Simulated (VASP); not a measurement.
Input of a VASP 6.6.1 run:

The input INCAR:

```
SYSTEM = Pt2C
PREC     = Accurate       ! precision mode
ENCUT    = 520            ! plane-wave cutoff, eV
EDIFF    = 1E-6           ! SCF threshold, eV
ISMEAR   = 0              ! smearing method
SIGMA    = 0.1            ! smearing width, eV
LREAL    = .FALSE.        ! projectors in reciprocal space
LASPH    = .TRUE.         ! aspherical terms in the spheres
NELM     = 100            ! most SCF steps
ALGO     = Normal         ! electronic algorithm
ISIF     = 2              ! what is computed and relaxed
LWAVE    = .FALSE.        ! write WAVECAR
LCHARG   = .TRUE.         ! write CHGCAR
GGA      = PE             ! functional
LELF     = .TRUE.         ! ELF
LVHAR    = .TRUE.       
NBANDS   = 19             ! bands
```

The input KPOINTS:

```
regular mesh
0
G
  8 8 8
  0 0 0
```

File POSCAR:

```
Pt2C
1.0
   -1.5514155694      1.5514155694      3.8058163187
    1.5514155694     -1.5514155694      3.8058163187
    1.5514155694      1.5514155694     -3.8058163187
Pt C
2 1
Direct
    0.6650000000      0.6650000000      0.0000000000
    0.3350000000      0.3350000000      0.0000000000
    0.0000000000      0.0000000000      0.0000000000
```

Potentials or basis: VASP PAW PBE potentials, release 64 (Pt, C).

Command:

```sh
$ cat potpaw_PBE.64/Pt/POTCAR potpaw_PBE.64/C/POTCAR > POTCAR
$ mpirun -np 1 vasp_std > vasp.out
```

Q: Estimate the band gap on the k mesh.

A: Zero (band 12 reaches 11.32 eV, above the bottom of band 13 at 10.42 eV).

Q: Predict the largest force.

A: 1.469 eV/Å.

Q: Estimate the pressure.

A: 27.9 GPa.

Forces in eV/Å, atoms in the order of the input:
```
Pt   0.000  0.000 -1.469
Pt   0.000  0.000  1.469
C    0.000  0.000  0.000
```

Caveat: spin-orbit coupling is left out, which moves the levels of the heavy elements; forces of over 1 eV/Å act on the atoms, so gaps and moduli don't describe the material at rest.
